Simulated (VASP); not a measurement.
Crystal: HfO2.

```
Hf O
1.0
     0.00000    2.54881    2.54881
     2.54881    0.00000    2.54881
     2.54881    2.54881    0.00000
Hf O
1 2
Direct
  0.00000 0.00000 0.00000
  0.25000 0.25000 0.25000
  0.75000 0.75000 0.75000
```

* Program: VASP 6.6.1
* Task: relaxation of cell and atoms
* Functional: PBE
* Potentials or basis: VASP PAW PBE potentials, release 64 (Hf_pv, O)
* Cutoff: 600 eV
* k mesh: 9 × 9 × 9
* Occupations: fermi-dirac, width 0.02 eV
* Spin: no spin polarisation

At the start: pressure -3.9 GPa; volume 11.04 Å³/atom.

**Question.** Where does the relaxation end?

**Answer.** Over 3 steps the energy falls by 2.1 meV/atom and the volume is 10.87 Å³/atom (-1.6 %); space group Fm-3m (No. 225, to 0.05 Å).

The path:
```csv
step,energy change (eV),largest force (eV/Å),pressure (GPa),volume (Å³)
1,0.0000,0.0000,-3.87,33.12
2,0.0073,0.0000,6.01,31.85
3,-0.0064,0.0000,-0.01,32.60
```

Final structure:
```xyz
3
Lattice="0.0000 2.5354 2.5354 2.5354 0.0000 2.5354 2.5354 2.5354 0.0000" Properties=species:S:1:pos:R:3 pbc="T T T"
Hf    0.0000    0.0000    0.0000
O     1.2677    1.2677    1.2677
O     3.8031    3.8031    3.8031
```
